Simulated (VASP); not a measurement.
A run of VASP 6.6.1 is set up as follows.

INCAR

```
PREC = Accurate
ENCUT = 520
EDIFF = 1E-6
ISMEAR = 0
SIGMA = 0.05
LREAL = False
LASPH = True
NELM = 60
ALGO = Fast
ISIF = 2
LWAVE = False
LCHARG = True
GGA = CA
LELF = True
LVHAR = True
NBANDS = 16
```

Contents of KPOINTS:

```
Automatic mesh
0
Gamma
  8 8 8
```

POSCAR

```
Cs
1.0
    0.0000000000     -5.2078688733      0.0000000000
    5.2078688733      0.0000000000      0.0000000000
   -2.6039344366      2.6039344366      9.7842727390
Cs
2
Direct
    0.2500000000      0.7500000000      0.5000000000
    0.5000000000      0.5000000000      0.0000000000
```

Potentials or basis: VASP PAW LDA potentials, release 64 (Cs_sv).

The run is started by

```console
$ cat potpaw_LDA.64/Cs_sv/POTCAR > POTCAR
$ mpirun -np 1 vasp_std > vasp.out
```

(1) Estimate the band gap on the k mesh.

(2) Predict the pressure.

Results:

(1) zero (bands 9 and 10 overlap by 1.69 eV).

(2) -0.4 GPa.

Caveat: spin-orbit coupling is left out, which moves the levels of the heavy elements.
